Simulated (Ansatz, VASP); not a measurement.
## In7GaAs8 in VASP and in Ansatz

```
CELL_PARAMETERS angstrom
-6.03513 0.00000 6.03513
-6.03513 -6.03513 0.00000
0.00000 -6.03513 6.03513
ATOMIC_POSITIONS crystal
Ga 0.00000 0.50000 0.00000
In 0.00052 0.99948 0.00052
In 0.00052 0.50052 0.49948
In 0.00052 0.99948 0.49948
In 0.49948 0.50052 0.00052
In 0.49948 0.99948 0.00052
In 0.49948 0.50052 0.49948
In 0.50000 0.00000 0.50000
As 0.11999 0.14002 0.11999
As 0.11999 0.61999 0.11999
As 0.12497 0.12501 0.62501
As 0.11999 0.61999 0.64002
As 0.62501 0.12501 0.12497
As 0.64002 0.61999 0.11999
As 0.62501 0.12501 0.62501
As 0.62501 0.62497 0.62501
```

Alike in both runs: task single point; functional PBEsol; k mesh 6 × 6 × 6; occupations gaussian, width 0.1 eV; no spin polarisation.

|  | VASP | Ansatz |
| --- | --- | --- |
| version | VASP 6.6.1 | Ansatz 0.2.0 |
| potentials or method | VASP PAW PBE potentials, release 64 (Ga_d, In_d, As), cutoff 520 eV | scalar-relativistic, plane waves, PAW |
| valence electrons in the cell | 144 | 224 |

|  | VASP | Ansatz | Ansatz less VASP |
| --- | --- | --- | --- |
| gap on the k mesh at the Fermi level (eV) | none | none | - |
| pressure (GPa) | 0.1 | 0.0 | -0.11 |
| rms of the force components (eV/Å) | 0.007 | 0.000 | -0.0066 |

VASP's potentials were made for PBE, not for PBEsol. Atom by atom the forces differ by 0.007 eV/Å (rms over components). A gap of «none» marks a metal or a gap that the smearing closes. VASP's potentials hold 144 valence electrons a cell and Ansatz's 224, so a difference there can come from the potentials and not from the codes.
